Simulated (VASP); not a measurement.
# BN (Imm2) in VASP: a series of runs, part 2 of 2

VASP 6.6.1.

### 3 Single point, PBE (one atom moved)

Input file INCAR:

```
PREC = Accurate
ENCUT = 600
EDIFF = 1E-6
ISMEAR = 0
SIGMA = 0.02
LREAL = False
LASPH = True
NELM = 120
ALGO = Normal
ISIF = 2
LWAVE = False
LCHARG = True
GGA = PE
LELF = True
LVHAR = True
NBANDS = 11
GGA_COMPAT = False
```

Input file KPOINTS:

```
Automatic mesh
0
Gamma
  12 12 12
```

Input file POSCAR:

```
BN
1.0
    0.0000000000      1.8130010000      1.8130010000
    1.8130010000      0.0000000000      1.8130010000
    1.8130010000      1.8130010000      0.0000000000
B N
1 1
Direct
    0.1034196892      0.1034196892     -0.1034196892
    0.7500000000      0.7500000000      0.7500000000
```

Potentials or basis: VASP PAW PBE potentials, release 64 (B, N).

Launch:

```
cat potpaw_PBE.64/B/POTCAR potpaw_PBE.64/N/POTCAR > POTCAR
mpirun -np 1 vasp_std > vasp.out
```

OUTCAR:

```text
PREC = Accurate
   ENCUT = 600
   EDIFF = 1E-6
   ISMEAR = 0
   LREAL = False
   LASPH = True
   NELM = 120
   ISIF = 2
   GGA = PE

 ion  position               nearest neighbor table
   1  0.103  0.103  0.897-   2 1.39   2 1.39   2 1.81   2 1.81
   2  0.750  0.750  0.750-   1 1.39   1 1.39   1 1.81   1 1.81

  LATTYP: Found a face centered cubic cell.
 ALAT       =     3.6260020000

  Lattice vectors:

 A1 = (   0.0000000000,   1.8130010000,   1.8130010000)
 A2 = (   1.8130010000,   0.0000000000,   1.8130010000)
 A3 = (   1.8130010000,   1.8130010000,   0.0000000000)

Analysis of symmetry for initial positions (statically):
=====================================================================
 Subroutine PRICEL returns:
 Original cell was already a primitive cell.

 Routine SETGRP: Setting up the symmetry group for a
 face centered cubic supercell.

 Subroutine GETGRP returns: Found  4 space group operations
 (whereof  4 operations were pure point group operations)
 out of a pool of 48 trial point group operations.

The static configuration has the point symmetry C_2v.

Analysis of symmetry for dynamics (positions and initial velocities):
=====================================================================
 Subroutine PRICEL returns:
 Original cell was already a primitive cell.

 Routine SETGRP: Setting up the symmetry group for a
 face centered cubic supercell.

 Subroutine GETGRP returns: Found  4 space group operations
 (whereof  4 operations were pure point group operations)
 out of a pool of 48 trial point group operations.

The dynamic configuration has the point symmetry C_2v.

 Subroutine INISYM returns: Found  4 space group operations
 (whereof  4 operations are pure point group operations),
 and found     1 'primitive' translations

----------------------------------------------------------------------------------------

                                     Primitive cell
[... 112 lines left out ...]
  volume/ion in A,a.u.               =       5.96        40.22
  Fermi-wavevector in a.u.,A,eV,Ry     =   1.433387  2.708709 27.954506  2.054598
  Thomas-Fermi vector in A             =   2.552911
   LORBIT       =      0    0 simple, 1 ext, 2 COOP (PROOUT), +10 PAW based schemes
   GGA     = PE    functional components
   LHFCALC =     F    Hartree Fock is set to
   AEXX    =    0.0000 exact exchange contribution
   IVDW    =     0    specifies the selected vdW correction
   LEPSILON=     F    determine dielectric tensor
   LRPA    =     F    only Hartree local field effects (RPA)
 non-spin polarized calculation
 Gauss-broadening in eV      SIGMA  =   0.02
  energy-cutoff  :      600.00
  volume of cell :       11.92
 maximum number of plane-waves:       415
   NGX = 11   NGY = 11   NGZ = 11

 number of electron       7.9999999 magnetization

 Free energy of the ion-electron system (eV)
  ---------------------------------------------------
  ext. energy  EPLUGINS =         0.00000000
  ---------------------------------------------------
  free energy    TOTEN  =       -16.03607582 eV

  energy without entropy =      -16.03607582  energy(sigma->0) =      -16.03607582

 E-fermi :   8.8356     XC(G=0): -12.7713

 val. band max:        8.6202210439   @ k =  -0.0833   0.0833   0.0000
 cond. band min:      10.2978817675   @ k =   0.0000   0.5000   0.5000
 fundamental gap:      1.6776607236
 Fermi energy:         8.8356383166

 k-point     1 :       0.0000    0.0000    0.0000
  band No.  band energies     occupation
      1     -12.9201      2.00000
      2       3.2698      2.00000
      3       8.2120      2.00000
      4       8.4823      2.00000
      5      14.7018      0.00000
      6      16.2914      0.00000
      7      17.6581      0.00000
      8      20.4884      0.00000
      9      30.7526      0.00000
     10      31.6924      0.00000
     11      34.7244      0.00000
[... 309 lines left out ...]
 k-point    24 :       0.3333    0.0833    0.0000
  band No.  band energies     occupation
      1     -10.7357      2.00000
      2      -0.8937      2.00000
      3       5.1237      2.00000
      4       6.6933      2.00000
      5      15.1455      0.00000
      6      17.0358      0.00000
      7      20.1999      0.00000
      8      23.3367      0.00000
      9      27.2608      0.00000
     10      32.1190      0.00000
     11      33.3818      0.00000

 [... further k-points ...]
[... 5 lines left out ...]
  --------------------------------------------------------------------------------------
  -------------------------------------------------------------------------------------
  Total        3.0081532      3.0081532      1.8665715     -0.5842953      0.0000000      0.0000000
  in kB      404.3769646    404.3769646    250.9175795    -78.5450614      0.0000000      0.0000000
  external PRESSURE =     353.2238362 kB  Pullay stress =       0.0000000 kB

 VOLUME and BASIS-vectors are now :
 -----------------------------------------------------------------------------
  energy-cutoff  :      600.00
  volume of cell :       11.92
      direct lattice vectors                 reciprocal lattice vectors
     0.000000000  1.813001000  1.813001000    -0.275785838  0.275785838  0.275785838
     1.813001000  0.000000000  1.813001000     0.275785838 -0.275785838  0.275785838
     1.813001000  1.813001000  0.000000000     0.275785838  0.275785838 -0.275785838

 POSITION                                       TOTAL-FORCE (eV/Angst)
 -----------------------------------------------------------------------------------
      1.81300      1.81300      0.37500         0.000000      0.000000     -6.294507
      2.71950      2.71950      2.71950         0.000000      0.000000      6.294507
 -----------------------------------------------------------------------------------
    total drift:                               -0.000000     -0.000000      0.000406

  FREE ENERGIE OF THE ION-ELECTRON SYSTEM (eV)
  ---------------------------------------------------
  free  energy   TOTEN  =       -16.0360758157 eV

  energy  without entropy=      -16.0360758157  energy(sigma->0) =      -16.03607582
```

OSZICAR:

```text
N       E                     dE             d eps       ncg     rms          rms(c)
DAV:   1     0.142793986534E+02    0.14279E+02   -0.48259E+03  6339   0.762E+02
DAV:   2    -0.168464037699E+02   -0.31126E+02   -0.30156E+02  7311   0.187E+02
DAV:   3    -0.174363219953E+02   -0.58992E+00   -0.58909E+00  7350   0.219E+01
DAV:   4    -0.174370736780E+02   -0.75168E-03   -0.75167E-03  6583   0.855E-01
DAV:   5    -0.174370744742E+02   -0.79619E-06   -0.79619E-06  7224   0.276E-02    0.788E+00
DAV:   6    -0.161409940804E+02    0.12961E+01   -0.45856E+00  7100   0.129E+01    0.353E+00
DAV:   7    -0.160544963059E+02    0.86498E-01   -0.16456E-01  6948   0.340E+00    0.214E+00
DAV:   8    -0.160359198854E+02    0.18576E-01   -0.48215E-02  7012   0.168E+00    0.229E-01
DAV:   9    -0.160359882813E+02   -0.68396E-04   -0.18546E-03  6553   0.384E-01    0.108E-01
DAV:  10    -0.160360699940E+02   -0.81713E-04   -0.21025E-04  6706   0.128E-01    0.208E-02
DAV:  11    -0.160360754392E+02   -0.54452E-05   -0.12459E-05  7021   0.312E-02    0.133E-02
DAV:  12    -0.160360758157E+02   -0.37649E-06   -0.17122E-06  5195   0.987E-03
   1 F= -.16036076E+02 E0= -.16036076E+02  d E =-.540487E-55
```

Run time: 22 s. Hardware: 1 thread of Intel Xeon 6975P-C, shared host; peak memory 0.15 GiB.

Results:

| Quantity | Value |
| --- | --- |
| Free energy | -16.0361 eV |
| Pressure | 35.3 GPa |
| Largest force | 6.295 eV/Å |
| Band gap on the k mesh | 1.68 eV, indirect (least direct gap 6.02 eV) |

Forces on the atoms (eV/Å):
```
B    0.000  0.000 -6.295
N    0.000  0.000  6.295
```

Levels at points of the mesh, in eV from the valence-band top:
| k point | band 1 | band 2 | band 3 | band 4 | band 5 | band 6 | band 7 | band 8 | band 9 |
| --- | --- | --- | --- | --- | --- | --- | --- | --- | --- |
| (0.00, 0.00, 0.00) | -21.54 | -5.35 | -0.41 | -0.14 | 6.08 | 7.67 | 9.04 | 11.87 | 22.13 |
| (0.50, 0.00, 0.00) | -17.71 | -12.47 | -3.94 | -1.30 | 6.48 | 6.62 | 13.72 | 15.79 | 19.61 |
| (0.00, 0.00, 0.50) | -17.43 | -11.48 | -6.47 | -1.03 | 4.99 | 9.22 | 12.39 | 13.30 | 20.92 |
| (0.50, 0.50, 0.00) | -15.94 | -10.24 | -8.40 | -5.28 | 3.32 | 8.16 | 14.54 | 16.29 | 21.03 |
| (0.00, 0.50, 0.50) | -16.49 | -10.70 | -5.42 | -5.28 | 1.68 | 5.16 | 18.36 | 18.91 | 19.90 |

Caveat: the cell differs from its parent crystal (one atom moved); forces of over 1 eV/Å act on the atoms, so gaps and moduli don't describe the material at rest.

### 4 Single point, PBE (one atom moved)

Input file INCAR:

```
SYSTEM = BN
ALGO     = Normal         ! electronic algorithm
EDIFF    = 1E-6           ! SCF threshold, eV
ENCUT    = 600            ! plane-wave cutoff, eV
GGA      = PE             ! functional
GGA_COMPAT= .False.      
ISIF     = 2              ! what is computed and relaxed
ISMEAR   = 0              ! smearing method
LASPH    = .True.         ! aspherical terms in the spheres
LCHARG   = .True.         ! write CHGCAR
LELF     = .True.         ! ELF
LREAL    = .False.        ! projectors in reciprocal space
LVHAR    = .True.       
LWAVE    = .False.        ! write WAVECAR
NBANDS   = 11             ! bands
NELM     = 120            ! most SCF steps
PREC     = Accurate       ! precision mode
SIGMA    = 0.02           ! smearing width, eV
```

Input file KPOINTS:

```
k-points
0
Gamma
  12 12 12
  0 0 0
```

Input file POSCAR:

```
BN
1.0
    0.0000000000      1.8130010000      1.8130010000
    1.8130010000      0.0000000000      1.8130010000
    1.8130010000      1.8130010000      0.0000000000
B N
1 1
Direct
    0.0000000000      0.0000000000      0.0000000000
    0.8534196892      0.8534196892      0.6465803108
```

Potentials or basis: VASP PAW PBE potentials, release 64 (B, N).

Launch:

```
cat potpaw_PBE.64/B/POTCAR potpaw_PBE.64/N/POTCAR > POTCAR
mpirun -np 1 vasp_std > vasp.out
```

OUTCAR:

```text
SYSTEM = BN
   EDIFF = 1E-6
   ENCUT = 600
   GGA = PE
   ISIF = 2
   ISMEAR = 0
   LASPH = .True.
   LREAL = .False.
   NELM = 120
   PREC = Accurate

 ion  position               nearest neighbor table
   1  0.000  0.000  0.000-   2 1.39   2 1.39   2 1.81   2 1.81
   2  0.853  0.853  0.647-   1 1.39   1 1.39   1 1.81   1 1.81

  LATTYP: Found a face centered cubic cell.
 ALAT       =     3.6260020000

  Lattice vectors:

 A1 = (   0.0000000000,   1.8130010000,   1.8130010000)
 A2 = (   1.8130010000,   0.0000000000,   1.8130010000)
 A3 = (   1.8130010000,   1.8130010000,   0.0000000000)

Analysis of symmetry for initial positions (statically):
=====================================================================
 Subroutine PRICEL returns:
 Original cell was already a primitive cell.

 Routine SETGRP: Setting up the symmetry group for a
 face centered cubic supercell.

 Subroutine GETGRP returns: Found  4 space group operations
 (whereof  4 operations were pure point group operations)
 out of a pool of 48 trial point group operations.

The static configuration has the point symmetry C_2v.

Analysis of symmetry for dynamics (positions and initial velocities):
=====================================================================
 Subroutine PRICEL returns:
 Original cell was already a primitive cell.

 Routine SETGRP: Setting up the symmetry group for a
 face centered cubic supercell.

 Subroutine GETGRP returns: Found  4 space group operations
 (whereof  4 operations were pure point group operations)
 out of a pool of 48 trial point group operations.

The dynamic configuration has the point symmetry C_2v.

 Subroutine INISYM returns: Found  4 space group operations
 (whereof  4 operations are pure point group operations),
 and found     1 'primitive' translations

----------------------------------------------------------------------------------------

                                     Primitive cell

  volume of cell :      11.9186

  direct lattice vectors                    reciprocal lattice vectors
[... 112 lines left out ...]
   GGA     = PE    functional components
   LHFCALC =     F    Hartree Fock is set to
   AEXX    =    0.0000 exact exchange contribution
   IVDW    =     0    specifies the selected vdW correction
   LEPSILON=     F    determine dielectric tensor
   LRPA    =     F    only Hartree local field effects (RPA)
 non-spin polarized calculation
 Gauss-broadening in eV      SIGMA  =   0.02
  energy-cutoff  :      600.00
  volume of cell :       11.92
 maximum number of plane-waves:       415
   NGX = 11   NGY = 11   NGZ = 11

 number of electron       7.9999999 magnetization

 Free energy of the ion-electron system (eV)
  ---------------------------------------------------
  ext. energy  EPLUGINS =         0.00000000
  ---------------------------------------------------
  free energy    TOTEN  =       -16.03607571 eV

  energy without entropy =      -16.03607571  energy(sigma->0) =      -16.03607571

 E-fermi :   8.8359     XC(G=0): -12.7713

 val. band max:        8.6202205757   @ k =   0.0833   0.0833   0.1667
 cond. band min:      10.2978815666   @ k =   0.0000   0.5000   0.5000
 fundamental gap:      1.6776609908
 Fermi energy:         8.8358626082

 k-point     1 :       0.0000    0.0000    0.0000
  band No.  band energies     occupation
      1     -12.9201      2.00000
      2       3.2698      2.00000
      3       8.2120      2.00000
      4       8.4823      2.00000
      5      14.7018      0.00000
      6      16.2914      0.00000
      7      17.6581      0.00000
      8      20.4884      0.00000
      9      30.7526      0.00000
     10      31.6924      0.00000
     11      34.7244      0.00000
[... 309 lines left out ...]
 k-point    24 :       0.3333    0.0833    0.0000
  band No.  band energies     occupation
      1     -10.6349      2.00000
      2       0.7157      2.00000
      3       2.1414      2.00000
      4       7.4351      2.00000
      5      14.3934      0.00000
      6      17.7994      0.00000
      7      20.4630      0.00000
      8      22.5705      0.00000
      9      28.0083      0.00000
     10      31.7185      0.00000
     11      33.3356      0.00000

 [... further k-points ...]
[... 5 lines left out ...]
  --------------------------------------------------------------------------------------
  -------------------------------------------------------------------------------------
  Total        3.0081459      3.0081459      1.8665665      0.5842863      0.0000000      0.0000000
  in kB      404.3759841    404.3759841    250.9169088     78.5438468      0.0000000      0.0000000
  external PRESSURE =     353.2229590 kB  Pullay stress =       0.0000000 kB

 VOLUME and BASIS-vectors are now :
 -----------------------------------------------------------------------------
  energy-cutoff  :      600.00
  volume of cell :       11.92
      direct lattice vectors                 reciprocal lattice vectors
     0.000000000  1.813001000  1.813001000    -0.275785838  0.275785838  0.275785838
     1.813001000  0.000000000  1.813001000     0.275785838 -0.275785838  0.275785838
     1.813001000  1.813001000  0.000000000     0.275785838  0.275785838 -0.275785838

 POSITION                                       TOTAL-FORCE (eV/Angst)
 -----------------------------------------------------------------------------------
      0.00000      0.00000      0.00000         0.000000      0.000000      6.294490
      2.71950      2.71950      3.09450        -0.000000     -0.000000     -6.294490
 -----------------------------------------------------------------------------------
    total drift:                                0.000000      0.000000     -0.000369

  FREE ENERGIE OF THE ION-ELECTRON SYSTEM (eV)
  ---------------------------------------------------
  free  energy   TOTEN  =       -16.0360757059 eV

  energy  without entropy=      -16.0360757059  energy(sigma->0) =      -16.03607571
```

OSZICAR:

```text
N       E                     dE             d eps       ncg     rms          rms(c)
DAV:   1     0.152896531850E+02    0.15290E+02   -0.54503E+03  6312   0.812E+02
DAV:   2    -0.168174885926E+02   -0.32107E+02   -0.31250E+02  7364   0.191E+02
DAV:   3    -0.174362634303E+02   -0.61877E+00   -0.61767E+00  7355   0.220E+01
DAV:   4    -0.174370735559E+02   -0.81013E-03   -0.81011E-03  6580   0.884E-01
DAV:   5    -0.174370743903E+02   -0.83448E-06   -0.83448E-06  7234   0.283E-02    0.788E+00
DAV:   6    -0.161410299689E+02    0.12960E+01   -0.45850E+00  7115   0.129E+01    0.353E+00
DAV:   7    -0.160544974978E+02    0.86532E-01   -0.16462E-01  6963   0.340E+00    0.214E+00
DAV:   8    -0.160359194555E+02    0.18578E-01   -0.48237E-02  7027   0.168E+00    0.229E-01
DAV:   9    -0.160359881927E+02   -0.68737E-04   -0.18619E-03  6565   0.385E-01    0.108E-01
DAV:  10    -0.160360698788E+02   -0.81686E-04   -0.21009E-04  6730   0.128E-01    0.207E-02
DAV:  11    -0.160360753298E+02   -0.54510E-05   -0.12480E-05  7014   0.313E-02    0.133E-02
DAV:  12    -0.160360757059E+02   -0.37610E-06   -0.17141E-06  5201   0.988E-03
   1 F= -.16036076E+02 E0= -.16036076E+02  d E =-.424223E-55
```

Wall time 20 s (1 thread of Intel Xeon 6975P-C, shared host); peak memory 0.15 GiB.

What came out:

| Property | Result |
| --- | --- |
| Free energy | -16.0361 eV |
| Pressure | 35.3 GPa |
| Largest force | 6.294 eV/Å |
| Band gap on the k mesh | 1.68 eV, indirect (least direct gap 6.02 eV) |

Forces on the atoms (eV/Å):
```
B    0.000  0.000  6.294
N    0.000  0.000 -6.294
```

Levels at points of the mesh, in eV from the valence-band top:
```csv
k point,band 2,band 3,band 4,band 5,band 6,band 7
"(0.00, 0.00, 0.00)",-5.35,-0.41,-0.14,6.08,7.67,9.04
"(0.50, 0.00, 0.00)",-11.48,-6.47,-1.03,4.99,9.22,12.39
"(0.00, 0.00, 0.50)",-12.47,-3.94,-1.30,6.48,6.62,13.72
"(0.50, 0.50, 0.00)",-10.24,-8.40,-5.28,3.32,8.16,14.54
"(0.00, 0.50, 0.50)",-10.70,-5.42,-5.28,1.68,5.16,18.36
```

Caveat: the cell differs from its parent crystal (one atom moved); forces of over 1 eV/Å act on the atoms, so gaps and moduli don't describe the material at rest. A k mesh can miss the band edges.
